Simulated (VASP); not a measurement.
A run of VASP 6.6.1 is set up as follows.

File INCAR:

```
SYSTEM = Lu3NbF
PREC     = Accurate       ! precision mode
ENCUT    = 520            ! plane-wave cutoff, eV
EDIFF    = 1E-7           ! SCF threshold, eV
ISMEAR   = 0              ! smearing method
SIGMA    = 0.1            ! smearing width, eV
LREAL    = .FALSE.        ! projectors in reciprocal space
LASPH    = .TRUE.         ! aspherical terms in the spheres
NELM     = 150            ! most SCF steps
ALGO     = Normal         ! electronic algorithm
ISIF     = 2              ! what is computed and relaxed
LWAVE    = .FALSE.        ! write WAVECAR
LCHARG   = .FALSE.        ! write CHGCAR
ISPIN    = 2              ! spin polarisation
MAGMOM   = 0 0 0 0 0      ! initial moments
LORBIT   = 11             ! projections on sites
LMAXMIX  = 4              ! l up to which the mixer works
GGA      = PE             ! functional
NBANDS   = 60             ! bands
```

File KPOINTS:

```
Automatic mesh
0
G
  4 4 4
  0 0 0
```

POSCAR

```
Lu3NbF
1.0
    4.6912618800      0.0000000000      0.0000000000
    0.0000000000      4.6912618800      0.0000000000
    0.0000000000      0.0000000000      4.6912618800
Lu Nb F
3 1 1
Direct
    0.5000000000      0.5000000000      0.0000000000
    0.5000000000      0.0000000000      0.5000000000
    0.0000000000      0.5000000000      0.5000000000
    0.0000000000      0.0000000000      0.0000000000
    0.5000000000      0.5000000000      0.5000000000
```

Potentials or basis: VASP PAW PBE potentials, release 64 (Lu, Nb_sv, F).

Launch:

```console
$ cat potpaw_PBE.64/Lu/POTCAR potpaw_PBE.64/Nb_sv/POTCAR potpaw_PBE.64/F/POTCAR > POTCAR
$ mpirun -np 1 vasp_std > vasp.out
```

Task: Predict the pressure.

Result: 2.7 GPa.

Task: Predict the net moment.

Result: 0.00 μB per cell.
